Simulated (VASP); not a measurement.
# Ti3As4 (P-43m) in VASP: further runs, part 2 of 2

VASP 6.6.1. Earlier steps stand in the parts before.

### Step 5. Relaxation of cell and atoms, PBE

File INCAR:

```
ALGO = Normal
EDIFF = 1E-6
EDIFFG = -0.04
ENCUT = 600
GGA = PE
IBRION = 2
ISIF = 3
ISMEAR = 0
LASPH = T
LCHARG = F
LREAL = F
LWAVE = F
NELM = 60
NSW = 90
PREC = Accurate
SIGMA = 0.1
```

File KPOINTS:

```
k-points
0
Gamma
  4 4 4
```

File POSCAR:

```
Ti3As4
1.0
    5.2790062400      0.0000000000      0.0000000000
    0.0000000000      5.2790062400      0.0000000000
    0.0000000000      0.0000000000      5.2790062400
Ti As
3 4
Direct
    0.0000000000      0.0000000000      0.5000000000
    0.5000000000      0.0000000000      0.0000000000
    0.0000000000      0.5000000000      0.0000000000
    0.7206873300      0.7206873300      0.7206873300
    0.2793126700      0.2793126700      0.7206873300
    0.2793126700      0.7206873300      0.2793126700
    0.7206873300      0.2793126700      0.2793126700
```

Potentials or basis: VASP PAW PBE potentials, release 64 (Ti_sv, As).

Command:

```bash
> cat potpaw_PBE.64/Ti_sv/POTCAR potpaw_PBE.64/As/POTCAR > POTCAR
> mpirun -np 1 vasp_std > vasp.out
```

OUTCAR:

```text
EDIFF = 1E-6
   EDIFFG = -0.04
   ENCUT = 600
   GGA = PE
   IBRION = 2
   ISIF = 3
   ISMEAR = 0
   LASPH = T
   LREAL = F
   NELM = 60
   NSW = 90
   PREC = Accurate

 ion  position               nearest neighbor table
   1  0.000  0.000  0.500-   4 2.39   5 2.39   6 2.39   7 2.39
   2  0.500  0.000  0.000-   4 2.39   5 2.39   6 2.39   7 2.39
   3  0.000  0.500  0.000-   4 2.39   5 2.39   6 2.39   7 2.39
   4  0.721  0.721  0.721-   1 2.39   2 2.39   3 2.39
   5  0.279  0.279  0.721-   1 2.39   2 2.39   3 2.39
   6  0.279  0.721  0.279-   1 2.39   2 2.39   3 2.39
   7  0.721  0.279  0.279-   1 2.39   2 2.39   3 2.39

  LATTYP: Found a simple cubic cell.
 ALAT       =     5.2790062400

  Lattice vectors:

 A1 = (   5.2790062400,   0.0000000000,   0.0000000000)
 A2 = (   0.0000000000,   5.2790062400,   0.0000000000)
 A3 = (   0.0000000000,   0.0000000000,   5.2790062400)

Analysis of symmetry for initial positions (statically):
=====================================================================
 Subroutine PRICEL returns:
 Original cell was already a primitive cell.

 Routine SETGRP: Setting up the symmetry group for a
 simple cubic supercell.

 Subroutine GETGRP returns: Found 24 space group operations
 (whereof 24 operations were pure point group operations)
 out of a pool of 48 trial point group operations.

[... 129 lines left out ...]
     AMIX_MAG =   1.60;   BMIX_MAG =  1.00
  volume/ion in A,a.u.               =      21.02       141.83
  Fermi-wavevector in a.u.,A,eV,Ry     =   1.186457  2.242079 19.152652  1.407680
  Thomas-Fermi vector in A             =   2.322629
   LORBIT       =      0    0 simple, 1 ext, 2 COOP (PROOUT), +10 PAW based schemes
   GGA     = PE    functional components
   LHFCALC =     F    Hartree Fock is set to
   AEXX    =    0.0000 exact exchange contribution
   IVDW    =     0    specifies the selected vdW correction
   LEPSILON=     F    determine dielectric tensor
   LRPA    =     F    only Hartree local field effects (RPA)
 conjugate gradient relaxation of ions
 non-spin polarized calculation
 Gauss-broadening in eV      SIGMA  =   0.10
  energy-cutoff  :      600.00
  volume of cell :      147.11
 maximum number of plane-waves:      4945
   NGX = 21   NGY = 21   NGZ = 21

--------------------------------------- Ionic step        1  -------------------------------------------

 number of electron      55.9999996 magnetization

 Free energy of the ion-electron system (eV)
  ---------------------------------------------------
  ext. energy  EPLUGINS =         0.00000000
  ---------------------------------------------------
  free energy    TOTEN  =       -42.67791424 eV

  energy without entropy =      -42.67791082  energy(sigma->0) =      -42.67791253

 E-fermi :   5.0070     XC(G=0): -10.0990

 val. band max:        4.7107756077   @ k =   0.2500   0.2500   0.0000
 cond. band min:       5.2927212721   @ k =   0.2500   0.0000   0.0000
 fundamental gap:      0.5819456644
 Fermi energy:         5.0069543488
[... 970 lines left out ...]
--------------------------------------- Ionic step        7  -------------------------------------------

 number of electron      55.9999992 magnetization

 Free energy of the ion-electron system (eV)
  ---------------------------------------------------
  ext. energy  EPLUGINS =         0.00000000
  ---------------------------------------------------
  free energy    TOTEN  =       -43.42873420 eV

  energy without entropy =      -43.42873404  energy(sigma->0) =      -43.42873412

 E-fermi :   3.3898     XC(G=0):  -9.2481

 val. band max:        3.0468310533   @ k =   0.2500   0.2500   0.0000
 cond. band min:       3.7236285186   @ k =   0.2500   0.0000   0.0000
 fundamental gap:      0.6767974653
 Fermi energy:         3.3897720125
[... 392 lines left out ...]
  FREE ENERGIE OF THE ION-ELECTRON SYSTEM (eV)
  ---------------------------------------------------
  free  energy   TOTEN  =       -43.4287342019 eV

  energy  without entropy=      -43.4287340383  energy(sigma->0) =      -43.42873412

 reached required accuracy - stopping structural energy minimisation
```

OSZICAR:

```text
N       E                     dE             d eps       ncg     rms          rms(c)
DAV:   1     0.689199502206E+03    0.68920E+03   -0.29546E+04   660   0.195E+03
DAV:   2     0.547095595955E+02   -0.63449E+03   -0.62748E+03   660   0.546E+02
DAV:   3    -0.392531909786E+02   -0.93963E+02   -0.92683E+02  1083   0.168E+02
[... 93 lines left out ...]
DAV:   6    -0.434241484854E+02   -0.17218E-02   -0.23884E-03   980   0.245E-01    0.319E-01
DAV:   7    -0.434283419808E+02   -0.41935E-02   -0.72088E-03   942   0.428E-01    0.574E-02
DAV:   8    -0.434286831833E+02   -0.34120E-03   -0.19734E-03  1061   0.139E-01    0.363E-02
DAV:   9    -0.434287297077E+02   -0.46524E-04   -0.21992E-04   915   0.627E-02    0.122E-02
DAV:  10    -0.434287340734E+02   -0.43657E-05   -0.49456E-05  1098   0.319E-02    0.790E-03
DAV:  11    -0.434287342019E+02   -0.12856E-06   -0.52623E-06   690   0.110E-02
   7 F= -.43428734E+02 E0= -.43428734E+02  d E =-.105192E+00
```

Run time: 6.8 min. Hardware: 1 thread of Intel Xeon Platinum 8488C (Sapphire Rapids), shared host; peak memory 0.28 GiB.

Results:

- Free energy: -43.4287 eV
- Relaxed volume: 25.22 Å³/atom
- Relaxed cell: a = 5.610 Å, b = 5.610 Å, c = 5.610 Å, α = 90.00°, β = 90.00°, γ = 90.00°
- Space group after relaxing (to 0.1 Å): P-43m (No. 215)
- Energy gained by relaxing: 107.3 meV/atom
- Ionic steps: 7
- Pressure after relaxing: 0.0 GPa
- Largest force after relaxing: 0.028 eV/Å
- Band gap on the k mesh: 0.68 eV (least direct gap 0.77 eV)

Forces in eV/Å, atoms in the order of the input:
```
Ti   0.000  0.000  0.000
Ti   0.000  0.000  0.000
Ti   0.000  0.000  0.000
As  -0.016 -0.016 -0.016
As   0.016  0.016 -0.016
As   0.016 -0.016  0.016
As  -0.016  0.016  0.016
```

Step by step:
```
step  energy change (eV)  largest force (eV/Å)  pressure (GPa)  volume (Å³)
   1              0.0000                0.6831           11.82       147.11
   2             -0.2865                1.0050           -5.71       182.66
   3             -0.6457                0.3884            0.14       165.97
   4             -0.6456                0.3708            0.32       165.58
   5             -0.6699                0.3158            0.31       166.65
   6             -0.7216                0.1724            0.17       169.91
   7             -0.7508                0.0277            0.05       176.55
```

Final structure:
```cif
data_structure
_symmetry_space_group_name_H-M 'P 1'
_symmetry_Int_Tables_number 1
_cell_length_a 5.6099
_cell_length_b 5.6099
_cell_length_c 5.6099
_cell_angle_alpha 90.000
_cell_angle_beta 90.000
_cell_angle_gamma 90.000
_cell_volume 176.55
loop_
_atom_site_label
_atom_site_type_symbol
_atom_site_fract_x
_atom_site_fract_y
_atom_site_fract_z
_atom_site_occupancy
Ti1 Ti 0.00000 0.00000 0.50000 1
Ti2 Ti 0.50000 0.00000 0.00000 1
Ti3 Ti 0.00000 0.50000 0.00000 1
As1 As 0.73556 0.73556 0.73556 1
As2 As 0.26444 0.26444 0.73556 1
As3 As 0.26444 0.73556 0.26444 1
As4 As 0.73556 0.26444 0.26444 1
```

Levels at points of the mesh, in eV from the valence-band top:
```tsv
k point	band 25	band 26	band 27	band 28	band 29	band 30	band 31	band 32
(0.00, 0.00, 0.00)	-0.60	-0.12	-0.12	-0.12	1.15	1.15	1.15	1.36
(0.50, 0.00, 0.00)	-0.78	-0.78	-0.24	-0.24	0.71	1.06	1.06	1.12
(0.50, 0.50, 0.00)	-1.00	-0.71	-0.12	-0.12	0.98	1.27	1.27	1.70
(0.50, 0.50, 0.50)	-0.99	-0.28	-0.28	-0.28	1.47	1.47	1.47	1.57
```

Caveat: the volume moved by over 15 % at a fixed basis, so the end points are rough.

### Step 6. Overview

```tsv
task	cell	k mesh	cutoff (eV)	smearing	gap on the mesh (eV)	pressure (GPa)	largest force (eV/Å)
single point	a = 5.279 Å, 7 atoms, atomic positions A	4 × 4 × 4	520	gaussian 0.1 eV	0.58	11.8	0.68
single point	a = 5.578 Å, 7 atoms, atomic positions B	4 × 4 × 4	520	gaussian 0.1 eV	0.68	0.4	-
single point	a = 5.598 Å, 7 atoms, atomic positions C	6 × 6 × 6	520	gaussian 0.02 eV	0.67	0.1	0.02
relaxation of cell and atoms	relaxed from a = 5.279 Å, 7 atoms, atomic positions A	4 × 4 × 4	600	gaussian 0.1 eV	0.68	0.0	0.03
```

Alike in all rows: level PBE; potentials or basis VASP PAW PBE potentials, release 64 (Ti_sv, As); no spin polarisation.

Caveats: the cell stands under pressure (at least some runs); the volume moved by over 15 % at a fixed basis, so the end points are rough (at least some runs).

Total energies depend on the potentials used, so only differences within one code and one set of settings carry meaning.
